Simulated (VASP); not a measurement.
Write the native input for VASP 6.6.1 that does the following.

```yaml
Task: single point
Functional: r2SCAN
Potentials_or_basis: VASP PAW PBE potentials, release 64 (Hf_pv, S)
Cutoff: 550 eV
k_mesh: 12 × 12 × 4
Occupations: gaussian, width 0.01 eV
Spin: no spin polarisation
Dipole_correction: no
Further_INCAR_settings: ALGO = Normal; EDIFF = 1e-06; NBANDS = 18
```

The system is HfS2.

```
Hf S
1.0
     3.59399    0.00000    0.00000
    -1.79700    3.11249    0.00000
     0.00000    0.00000    5.90775
Hf S
1 2
Direct
  0.00000 0.00000 0.00000
  0.33333 0.66667 0.24612
  0.66667 0.33333 0.75388
```

This cell differs from its parent crystal: epitaxial xy strain -1.0%.

The input as run:

POSCAR

```
HfS2
1.0
    3.5939929989      0.0000000000      0.0000000000
   -1.7969964994      3.1124892381      0.0000000000
    0.0000000000      0.0000000000      5.9077499414
Hf S
1 2
Direct
    0.0000000000      0.0000000000      0.0000000000
    0.3333333333      0.6666666667      0.2461223942
    0.6666666667      0.3333333333      0.7538776058
```

INCAR.step1

```
ALGO = Normal ; EDIFF = 1E-5
ENCUT = 550 ; GGA = PE
GGA_COMPAT = False ; ISMEAR = 0
LASPH = True ; LCHARG = False
LREAL = False ; LWAVE = True
NBANDS = 18 ; NELM = 120
PREC = Accurate ; SIGMA = 0.01
```

INCAR.step2

```
ALGO = Normal ; EDIFF = 1E-6
ENCUT = 550 ; GGA_COMPAT = False
ISIF = 2 ; ISMEAR = 0
ISTART = 1 ; LASPH = True
LCHARG = True ; LELF = True
LMIXTAU = True ; LREAL = False
LVHAR = True ; LWAVE = False
METAGGA = R2SCAN ; NBANDS = 18
NELM = 120 ; PREC = Accurate
SIGMA = 0.01
```

KPOINTS

```
k-points
0
Gamma
  12 12 4
```

Potentials or basis: VASP PAW PBE potentials, release 64 (Hf_pv, S).

Run with:

```bash
$ cat potpaw_PBE.64/Hf_pv/POTCAR potpaw_PBE.64/S/POTCAR > POTCAR
$ cp INCAR.step1 INCAR
$ mpirun -np 1 vasp_std > vasp.out
$ cp INCAR.step2 INCAR
$ mpirun -np 1 vasp_std > vasp.out
```

It gave:

```yaml
Pressure: 1.5 GPa
Largest_force: 0.124 eV/Å
Band_gap_on_the_k_mesh: 1.32 eV (least direct gap 2.25 eV)
```

Caveat: the cell differs from its parent crystal (epitaxial xy strain -1.0%); the PAW data sets were made with another functional, which shifts forces and pressure a little; spin-orbit coupling is left out, which moves the levels of the heavy elements.

Wall time 6.1 min on 1 thread of AMD EPYC 9R14 (Zen 4), with other jobs on the host, peak memory 0.22 GiB.
